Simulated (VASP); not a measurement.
# Tl (P6_3/mmc) in VASP: further runs

Runs on Tl. Level: LDA. Tasks: single point.

Everything below comes from runs of VASP 6.6.1. Logs are shortened: lines on timing, memory, paths and dates and some standing lists are left out, and cuts for length are marked.

### 1 The cell of the first run

The structure is hexagonal, space group P6_3/mmc (No. 194). The conventional cell has a = 3.532 Å, b = 3.532 Å, c = 5.653 Å, α = 90.00°, β = 90.00°, γ = 120.00°. Within 4.6 Å of Tl (site symmetry -6m2) lie 12 Tl at 3.49 to 3.53 Å.

### 2 Single point, LDA (30.54 Å³/atom)

File INCAR:

```
SYSTEM = Tl
ALGO = Normal
EDIFF = 1E-7
ENCUT = 520
ISIF = 2
ISMEAR = -1
LASPH = .TRUE.
LCHARG = .FALSE.
LREAL = .FALSE.
LWAVE = .FALSE.
NBANDS = 20
NELM = 100
PREC = Accurate
SIGMA = 0.1
```

File KPOINTS:

```
k-points
0
G
  17 17 10
  0 0 0
```

File POSCAR:

```
Tl
1.0
    3.5323529971      0.0000000000      0.0000000000
   -1.7661764985      3.0591074306      0.0000000000
    0.0000000000      0.0000000000      5.6525533273
Tl
2
Direct
    0.3333333333      0.6666666667      0.2500000000
    0.6666666667      0.3333333333      0.7500000000
```

Potentials or basis: VASP PAW LDA potentials, release 64 (Tl_d).

Command:

```console
> cat potpaw_LDA.64/Tl_d/POTCAR > POTCAR
> mpirun -np 1 vasp_std > vasp.out
```

OUTCAR:

```text
SYSTEM = Tl
   EDIFF = 1E-7
   ENCUT = 520
   ISIF = 2
   ISMEAR = -1
   LASPH = .TRUE.
   LREAL = .FALSE.
   NELM = 100
   PREC = Accurate

 ion  position               nearest neighbor table
   1  0.333  0.667  0.250-   2 3.49   2 3.49   2 3.49   2 3.49   2 3.49   2 3.49
   2  0.667  0.333  0.750-   1 3.49   1 3.49   1 3.49   1 3.49   1 3.49   1 3.49

  LATTYP: Found a hexagonal cell.
 ALAT       =     3.5323529971
 C/A-ratio  =     1.6002232314

  Lattice vectors:

 A1 = (   3.5323529971,   0.0000000000,   0.0000000000)
 A2 = (  -1.7661764985,   3.0591074306,   0.0000000000)
 A3 = (   0.0000000000,   0.0000000000,   5.6525533273)

Analysis of symmetry for initial positions (statically):
=====================================================================
 Subroutine PRICEL returns:
 Original cell was already a primitive cell.

 Routine SETGRP: Setting up the symmetry group for a
 hexagonal supercell.

 Subroutine GETGRP returns: Found 24 space group operations
 (whereof 12 operations were pure point group operations)
 out of a pool of 24 trial point group operations.

The static configuration has the point symmetry D_3d.
 The point group associated with its full space group is D_6h.

Analysis of symmetry for dynamics (positions and initial velocities):
=====================================================================
 Subroutine PRICEL returns:
 Original cell was already a primitive cell.

 Routine SETGRP: Setting up the symmetry group for a
 hexagonal supercell.

 Subroutine GETGRP returns: Found 24 space group operations
 (whereof 12 operations were pure point group operations)
 out of a pool of 24 trial point group operations.

The dynamic configuration has the point symmetry D_3d.
 The point group associated with its full space group is D_6h.

 Subroutine INISYM returns: Found 24 space group operations
 (whereof 12 operations are pure point group operations),
 and found     1 'primitive' translations

----------------------------------------------------------------------------------------

                                     Primitive cell

  volume of cell :      61.0806

  direct lattice vectors                    reciprocal lattice vectors
     3.532352997  0.000000000  0.000000000     0.283097414  0.163446368  0.000000000
    -1.766176498  3.059107431  0.000000000     0.000000000  0.326892737  0.000000000
     0.000000000  0.000000000  5.652553327     0.000000000  0.000000000  0.176911201

  length of vectors
     3.532352997  3.532352997  5.652553327     0.326892737  0.326892737  0.176911201

  position of ions in fractional coordinates (direct lattice)
     0.333333333  0.666666667  0.250000000
     0.666666667  0.333333333  0.750000000

  ion indices of the primitive-cell ions
   primitive index   ion index
                 1           1
                 2           2

----------------------------------------------------------------------------------------

 KPOINTS: k-points

Automatic generation of k-mesh.
 Grid dimensions read from file:
 generate k-points for:   17   17   10

 Generating k-lattice:

  Cartesian coordinates                     Fractional coordinates (reciprocal lattice)
     0.016652789  0.009614492  0.000000000     0.058823529  0.000000000  0.000000000
     0.000000000  0.019228985  0.000000000     0.000000000  0.058823529  0.000000000
     0.000000000  0.000000000  0.017691120     0.000000000  0.000000000  0.100000000

  Length of vectors
     0.019228985  0.019228985  0.017691120

  Shift w.r.t. Gamma in fractional coordinates (k-lattice)
     0.000000000  0.000000000  0.000000000

 Subroutine IBZKPT returns following result:
 ===========================================

 Found    198 irreducible k-points:

 Following reciprocal coordinates:
            Coordinates               Weight
  0.000000  0.000000  0.000000      1.000000
  0.058824  0.000000  0.000000      6.000000
  0.117647  0.000000  0.000000      6.000000
  0.176471  0.000000  0.000000      6.000000
  0.235294  0.000000  0.000000      6.000000
  0.294118  0.000000  0.000000      6.000000
[... 16 lines left out ...]
  0.411765  0.117647  0.000000     12.000000
  0.176471  0.176471  0.000000      6.000000
 [... further k-points ...]
   k-points           NKPTS =    198   k-points in BZ     NKDIM =    198   number of bands    NBANDS=     20
   number of dos      NEDOS =    301   number of ions     NIONS =      2
   total plane-waves  NPLWV =  32928
   dimension x,y,z NGX =    28 NGY =   28 NGZ =   42
   dimension x,y,z NGXF=    56 NGYF=   56 NGZF=   84
   ions per type =               2
   NGX,Y,Z   is equivalent  to a cutoff of  13.18, 13.18, 12.35 a.u.
   NGXF,Y,Z  is equivalent  to a cutoff of  26.36, 26.36, 24.71 a.u.
 SYSTEM =  Tl
   PREC   = accura    normal or accurate (medium, high low for compatibility)
   ISTART =      0    job   : 0-new  1-cont  2-samecut
   ICHARG =      2    charge: 1-file 2-atom 10-const
   ISPIN  =      1    spin polarized calculation?
   LNONCOLLINEAR =      F non collinear calculations
   LSORBIT =      F    spin-orbit coupling
   LASPH  =      T    aspherical Exc in radial PAW
   ENCUT  =  520.0 eV  38.22 Ry    6.18 a.u.   6.57  6.57 10.51*2*pi/ulx,y,z
   NELM   =    100;   NELMIN=  2; NELMDL= -5     # of ELM steps
   EDIFF  = 0.1E-06   stopping-criterion for ELM
   LREAL  =      F    real-space projection
   EDIFFG = 0.1E-05   stopping-criterion for IOM
   NSW    =      0    number of steps for IOM
   IBRION =     -1    ionic relax: 0-MD 1-quasi-New 2-CG
   NFREE  =      0    steps in history (QN), initial steepest desc. (CG)
   ISIF   =      2    stress and relaxation
   ISYM   =      2    0-nonsym 1-usesym 2-fastsym
   POTIM  = 0.5000    time-step for ionic-motion
   TEBEG  =    0.0;   TEEND  =   0.0 temperature during run
   PSTRESS=    0.0 pullay stress
   NELECT =      26.0000    total number of electrons
   NUPDOWN=      -1.0000    fix difference up-down
   EMIN   =  10.00;   EMAX   =-10.00  energy-range for DOS
   EFERMI =   0.00;   METHOD = LEGACY
   ISMEAR =    -1;   SIGMA  =   0.10  broadening in eV -4-tet -1-fermi 0-gaus
   EFERMI_NEDOS =   21; number of points for ismear=-14 and -15
   IALGO  =     38    algorithm
   IMIX   =      4    mixing-type and parameters
     AMIX     =   0.40;   BMIX     =  1.00
     AMIX_MAG =   1.60;   BMIX_MAG =  1.00
  volume/ion in A,a.u.               =      30.54       206.10
  Fermi-wavevector in a.u.,A,eV,Ry     =   1.231492  2.327182 20.634208  1.516572
  Thomas-Fermi vector in A             =   2.366299
   LORBIT       =      0    0 simple, 1 ext, 2 COOP (PROOUT), +10 PAW based schemes
   GGA     = CA    functional components
   LHFCALC =     F    Hartree Fock is set to
   AEXX    =    0.0000 exact exchange contribution
   IVDW    =     0    specifies the selected vdW correction
   LEPSILON=     F    determine dielectric tensor
   LRPA    =     F    only Hartree local field effects (RPA)
 non-spin polarized calculation
  energy-cutoff  :      520.00
  volume of cell :       61.08
 maximum number of plane-waves:      1689
 NGX is ok and might be reduce to    28
   NGX = 13   NGY = 13   NGZ = 21

 number of electron      26.0000002 magnetization

 Free energy of the ion-electron system (eV)
  ---------------------------------------------------
  ext. energy  EPLUGINS =         0.00000000
  ---------------------------------------------------
  free energy    TOTEN  =        -5.80607234 eV

  energy without entropy =       -5.77501063  energy(sigma->0) =       -5.79054148

 E-fermi :   5.6190     XC(G=0): -10.1830

 val. band max:        5.6056090274   @ k =   0.2353   0.1765   0.0000
 cond. band min:       5.6250131071   @ k =   0.3529   0.2941   0.4000
 fundamental gap:      0.0194040796
 Fermi energy:         5.6189906391

 k-point     1 :       0.0000    0.0000    0.0000
  band No.  band energies     occupation
      1      -6.0128      2.00000
      2      -5.8361      2.00000
      3      -5.8182      2.00000
      4      -5.8182      2.00000
      5      -5.7739      2.00000
      6      -5.7739      2.00000
[... 12 lines left out ...]
     19      15.8496      0.00000
     20      16.0946      0.00000

 k-point     2 :       0.0588    0.0000    0.0000
  band No.  band energies     occupation
      1      -6.0027      2.00000
      2      -5.8515      2.00000
      3      -5.8054      2.00000
      4      -5.7998      2.00000
      5      -5.7744      2.00000
      6      -5.7618      2.00000
[... 12 lines left out ...]
     19      16.2132      0.00000
     20      16.5047      0.00000

 k-point     3 :       0.1176    0.0000    0.0000
  band No.  band energies     occupation
      1      -5.9824      2.00000
      2      -5.8680      2.00000
      3      -5.7835      2.00000
      4      -5.7683      2.00000
      5      -5.7603      2.00000
      6      -5.7463      2.00000
[... 12 lines left out ...]
     19      15.8562      0.00000
     20      17.1745      0.00000

 k-point     4 :       0.1765    0.0000    0.0000
  band No.  band energies     occupation
      1      -5.9830      2.00000
      2      -5.8614      2.00000
      3      -5.7887      2.00000
      4      -5.7816      2.00000
      5      -5.7629      2.00000
      6      -5.7135      2.00000
[... 12 lines left out ...]
     19      15.1920      0.00000
     20      17.0384      0.00000

 k-point     5 :       0.2353    0.0000    0.0000
  band No.  band energies     occupation
      1      -6.0125      2.00000
      2      -5.8528      2.00000
      3      -5.8286      2.00000
      4      -5.7889      2.00000
      5      -5.7750      2.00000
      6      -5.6544      2.00000
[... 12 lines left out ...]
     19      14.7541      0.00000
     20      16.4825      0.00000

 k-point     6 :       0.2941    0.0000    0.0000
  band No.  band energies     occupation
      1      -6.0505      2.00000
      2      -5.8813      2.00000
      3      -5.8698      2.00000
      4      -5.8144      2.00000
      5      -5.7364      2.00000
      6      -5.6024      2.00000
[... 12 lines left out ...]
     19      14.2610      0.00000
     20      15.9955      0.00000

 k-point     7 :       0.3529    0.0000    0.0000
  band No.  band energies     occupation
      1      -6.0858      2.00000
      2      -5.9312      2.00000
      3      -5.8931      2.00000
      4      -5.8362      2.00000
      5      -5.6989      2.00000
      6      -5.6333      2.00000
[... 12 lines left out ...]
     19      13.8288      0.00000
     20      15.6217      0.00000
[... 277 lines left out ...]
 k-point    20 :       0.2353    0.1176    0.0000
  band No.  band energies     occupation
      1      -5.9986      2.00000
      2      -5.8987      2.00000
      3      -5.8739      2.00000
      4      -5.8185      2.00000
      5      -5.7345      2.00000
      6      -5.6232      2.00000
[... 12 lines left out ...]
     19      14.8310      0.00000
     20      15.6218      0.00000

 k-point    21 :       0.2941    0.1176    0.0000
  band No.  band energies     occupation
      1      -6.0318      2.00000
      2      -5.9479      2.00000
      3      -5.8688      2.00000
      4      -5.8316      2.00000
      5      -5.7056      2.00000
      6      -5.6394      2.00000
[... 12 lines left out ...]
     19      14.4464      0.00000
     20      15.3914      0.00000

 k-point    22 :       0.3529    0.1176    0.0000
  band No.  band energies     occupation
      1      -6.0567      2.00000
      2      -5.9851      2.00000
      3      -5.8736      2.00000
      4      -5.8397      2.00000
      5      -5.6755      2.00000
      6      -5.6627      2.00000
[... 12 lines left out ...]
     19      14.2001      0.00000
     20      15.2322      0.00000

 k-point    23 :       0.4118    0.1176    0.0000
  band No.  band energies     occupation
      1      -6.0700      2.00000
      2      -6.0050      2.00000
      3      -5.8784      2.00000
      4      -5.8435      2.00000
      5      -5.6753      2.00000
      6      -5.6574      2.00000
[... 12 lines left out ...]
     19      14.0790      0.00000
     20      15.1518      0.00000

 k-point    24 :       0.1765    0.1765    0.0000
  band No.  band energies     occupation
      1      -5.9290      2.00000
      2      -5.9273      2.00000
      3      -5.8940      2.00000
      4      -5.8162      2.00000
      5      -5.7183      2.00000
      6      -5.6516      2.00000
[... 12 lines left out ...]
     19      14.5206      0.00000
     20      16.8101      0.00000

 [... further k-points ...]

------------------------ aborting loop because EDIFF is reached ----------------------------------------

  FORCE on cell =-STRESS in cart. coord.  units (eV):
  Direction    XX          YY          ZZ          XY          YZ          ZX
  --------------------------------------------------------------------------------------
  -------------------------------------------------------------------------------------
  Total       -1.2789698     -1.2789698     -1.5019444     -0.0000000      0.0000000      0.0000000
  in kB      -33.5480581    -33.5480581    -39.3968003     -0.0000000      0.0000000      0.0000000
  external PRESSURE =     -35.4976388 kB  Pullay stress =       0.0000000 kB

 VOLUME and BASIS-vectors are now :
 -----------------------------------------------------------------------------
  energy-cutoff  :      520.00
  volume of cell :       61.08
      direct lattice vectors                 reciprocal lattice vectors
     3.532352997  0.000000000  0.000000000     0.283097414  0.163446368  0.000000000
    -1.766176498  3.059107431  0.000000000     0.000000000  0.326892737  0.000000000
     0.000000000  0.000000000  5.652553327     0.000000000  0.000000000  0.176911201

 POSITION                                       TOTAL-FORCE (eV/Angst)
 -----------------------------------------------------------------------------------
     -0.00000      2.03940      1.41314         0.000000      0.000000      0.000000
      1.76618      1.01970      4.23941        -0.000000      0.000000      0.000000
 -----------------------------------------------------------------------------------
    total drift:                               -0.000000      0.000000      0.000000

  FREE ENERGIE OF THE ION-ELECTRON SYSTEM (eV)
  ---------------------------------------------------
  free  energy   TOTEN  =        -5.8060723388 eV

  energy  without entropy=       -5.7750106297  energy(sigma->0) =       -5.79054148
```

Wall time 94 s (1 thread of Intel Xeon Platinum 8559C (Emerald Rapids), shared host); peak memory 0.3 GiB.

Results:

* Free energy: -5.8061 eV
* Pressure: -3.5 GPa
* Band gap on the k mesh: zero (bands 13 and 14 overlap by 5.24 eV)

Levels at points of the mesh, in eV from the Fermi level:
```tsv
k point	band 11	band 12	band 13	band 14	band 15	band 16
(0.00, 0.00, 0.00)	-9.64	-5.18	-2.60	7.48	7.48	9.43
(0.00, 0.00, 0.50)	-8.30	-8.30	3.09	3.09	8.41	8.41
```

Caveat: the cell stands under tension; spin-orbit coupling is left out, which moves the levels of the heavy elements.

### 3 Single point, LDA, non-collinear spin, zero start, spin-orbit coupling

This run uses another cell than the first one, of 27.27 Å³/atom.

File INCAR:

```
SYSTEM = Tl
ALGO = Normal ; EDIFF = 1E-7
ENCUT = 520 ; GGA_COMPAT = .False.
ISIF = 2 ; ISMEAR = -1
LASPH = .True. ; LCHARG = .False.
LNONCOLLINEAR = .True. ; LORBIT = 11
LORBMOM = .True. ; LREAL = .False.
LSORBIT = .True. ; LWAVE = .False.
MAGMOM = 0 0 0 0 0 0 ; NBANDS = 38
NELM = 150 ; PREC = Accurate
SIGMA = 0.1
```

File KPOINTS:

```
k-points
0
Gamma
  11 11 6
  0 0 0
```

File POSCAR:

```
Tl
1.0
    3.4014029942      0.0000000000      0.0000000000
   -1.7007014971      2.9457014015      0.0000000000
    0.0000000000      0.0000000000      5.4430040906
Tl
2
Direct
    0.3333333333      0.6666666667      0.2500000000
    0.6666666667      0.3333333333      0.7500000000
```

Potentials or basis: VASP PAW LDA potentials, release 64 (Tl_d).

Command:

```console
> cat potpaw_LDA.64/Tl_d/POTCAR > POTCAR
> mpirun -np 1 vasp_ncl > vasp.out
```

Wall time 2.3 min (1 thread of Intel Xeon Platinum 8559C (Emerald Rapids), shared host); peak memory 0.35 GiB.

The run converged. Its results:

| Quantity | Value |
| --- | --- |
| Free energy | -6.5103 eV |
| Pressure | -0.4 GPa |
| Net moment | 0.00 μB per cell |
| Valence electrons inside the program's atomic spheres | Tl 11.24 |

Stress tensor (GPa, compression positive):
```
-0.40  0.00  0.00
 0.00 -0.40  0.00
 0.00  0.00 -0.26
```

Moments on the atoms (μB; x, y, z):
```
Tl  0.00 0.00 0.00
Tl  0.00 0.00 0.00
```
